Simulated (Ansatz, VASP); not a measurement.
## Re: VASP beside Ansatz

```
Re
1.0
     4.37182    0.00000    0.00000
    -2.18591    3.78610    0.00000
     0.00000    0.00000    2.71053
Re
3
Cartesian
  0.0000 0.0000 0.0000
  0.0000 2.5241 1.3553
  2.1859 1.2620 1.3553
```

Alike in both runs: task relaxation of cell and atoms; functional PBE; k mesh 9 × 9 × 13; occupations fermi-dirac, width 0.08 eV; no spin polarisation.

```csv
,VASP,Ansatz
version,VASP 6.6.1,Ansatz 0.2.0
potentials or method,"VASP PAW PBE potentials, release 64 (Re)","PAW with Ansatz's default frozen-core files, scalar-relativistic"
plane-wave cutoff (eV),600,420
valence electrons in the cell,21,45
```

```csv
,VASP,Ansatz,Ansatz less VASP
relaxed volume (Å³/atom),15.17,15.20,+0.030
relaxed cell length with the largest relative difference (Å),4.378,4.383,+0.0049
```

VASP's potentials hold 21 valence electrons a cell and Ansatz's 45, so a difference there can come from the potentials and not from the codes.

Spin-orbit coupling is off throughout.
